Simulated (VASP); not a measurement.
A run of VASP 6.6.1:

POSCAR

```
CdSe
1.0
    4.4059624121      0.0000000000      0.0000000000
   -2.2029812060      3.8156753770      0.0000000000
    0.0000000000      0.0000000000      7.3659600000
Cd Se
2 2
Direct
    0.6666666667      0.3333333333      0.0000000000
    0.3333333333      0.6666666667      0.5000000000
    0.6666666667      0.3333333333      0.3750000000
    0.3333333333      0.6666666667      0.8750000000
```

INCAR.step1

```
PREC     = Accurate       # precision mode
ENCUT    = 520            # plane-wave cutoff, eV
ISMEAR   = 0              # smearing method
SIGMA    = 0.05           # smearing width, eV
LREAL    = F              # projectors in reciprocal space
LASPH    = T              # aspherical terms in the spheres
NELM     = 60             # most SCF steps
NBANDS   = 26             # bands
GGA      = PE             # functional
ALGO     = Normal         # electronic algorithm
EDIFF    = 1E-4           # SCF threshold, eV
LWAVE    = T              # write WAVECAR
LCHARG   = F              # write CHGCAR
```

INCAR.step2

```
PREC     = Accurate       # precision mode
ENCUT    = 520            # plane-wave cutoff, eV
EDIFF    = 1E-6           # SCF threshold, eV
ISMEAR   = 0              # smearing method
SIGMA    = 0.05           # smearing width, eV
LREAL    = F              # projectors in reciprocal space
LASPH    = T              # aspherical terms in the spheres
NELM     = 60             # most SCF steps
ALGO     = Normal         # electronic algorithm
ISIF     = 2              # what is computed and relaxed
LWAVE    = F              # write WAVECAR
LCHARG   = F              # write CHGCAR
METAGGA  = R2SCAN         # meta-GGA
LMIXTAU  = T            
NBANDS   = 26             # bands
ISTART   = 1
```

The input KPOINTS:

```
regular mesh
0
Gamma
  6 6 4
```

Potentials or basis: VASP PAW PBE potentials, release 64 (Cd, Se).

Command:

```bash
$ cat potpaw_PBE.64/Cd/POTCAR potpaw_PBE.64/Se/POTCAR > POTCAR
$ cp INCAR.step1 INCAR
$ mpirun -np 1 vasp_std > vasp.out
$ cp INCAR.step2 INCAR
$ mpirun -np 1 vasp_std > vasp.out
```

Hardware: 1 thread of Intel(R) Xeon(R) Platinum 8259CL CPU @ 2.50GHz (Skylake/Cascade Lake), with other jobs on the host.

**Question.** How long does it take, and how much memory?

**Answer.** Run time: 5 min on 1 thread of Intel(R) Xeon(R) Platinum 8259CL CPU @ 2.50GHz (Skylake/Cascade Lake), on a shared host, peak memory 0.3 GiB. Counts: k points 21.
